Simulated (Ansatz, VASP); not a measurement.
Zr3O in VASP and in Ansatz

```
Zr O
1.0
     5.65187    0.00000    0.00000
    -2.82594    4.89466    0.00000
     0.00000    0.00000    5.19368
Zr O
6 2
Direct
  0.33988 0.00000 0.00000
  0.33988 0.33988 0.50000
  0.00000 0.33988 0.00000
  0.66012 0.00000 0.50000
  0.66012 0.66012 0.00000
  0.00000 0.66012 0.50000
  0.33333 0.66667 0.25000
  0.66667 0.33333 0.75000
```

Alike in both runs: functional r2SCAN; k mesh 6 × 6 × 8; occupations gaussian, width 0.1 eV; no spin polarisation.

Ansatz relaxed the structure, and its values are those at the end. VASP's run is a single point on that final structure, the one shown.

|  | VASP | Ansatz |
| --- | --- | --- |
| version | VASP 6.6.1 | Ansatz 0.2.0 |
| potentials or method | VASP PAW PBE potentials, release 64 (Zr_sv, O), cutoff 520 eV | scalar-relativistic, plane waves, PAW |
| valence electrons in the cell | 84 | 84 |

VASP gave:

- gap on the k mesh at the Fermi level (eV): none
- pressure (GPa): 0.1
- rms of the force components (eV/Å): 0.007

Problem. Which values does Ansatz return?

Solution. gap on the k mesh at the Fermi level (eV): none; pressure (GPa): 0.0; rms of the force components (eV/Å): 0.001.

VASP's potentials were made for PBE, not for r2SCAN. A gap of «none» marks a metal or a gap that the smearing closes.
